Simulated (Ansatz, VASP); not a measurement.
Co: VASP beside Ansatz

```xyz
2
Lattice="2.4720 0.0000 0.0000 -1.2360 2.1408 0.0000 0.0000 0.0000 4.0211" Properties=species:S:1:pos:R:3 pbc="T T T"
Co    1.2360    0.7136    3.0159
Co    0.0000    1.4272    1.0053
```

Alike in both runs: functional BLYP; k mesh 12 × 12 × 7; occupations fermi-dirac, width 0.05 eV; collinear spin.

|  | VASP | Ansatz |
| --- | --- | --- |
| version | VASP 6.6.1 | Ansatz 0.2.0 |
| potentials or method | VASP PAW PBE potentials, release 64 (Co), cutoff 520 eV | all-electron LAPW, scalar-relativistic |
| task | single point | band structure |

|  | VASP | Ansatz | Ansatz less VASP |
| --- | --- | --- | --- |
| gap on the k mesh at the Fermi level (eV) | none | none | - |
| pressure (GPa) | 13.5 | 13.9 | +0.35 |
| traceless stress, the component that is largest in VASP (GPa) | -1.84 | -1.85 | -0.009 |
| net moment per atom (μB) | 1.55 | 1.57 | +0.014 |
| size of the moment on the site where the two differ most (μB) | 1.56 | 1.61 | +0.049 |

VASP's potentials were made for PBE, not for BLYP. Site moments also hang on the region over which each program counts them. A gap of «none» marks a metal or a gap that the smearing closes. Ansatz ran all-electron here, and VASP with PAW potentials.
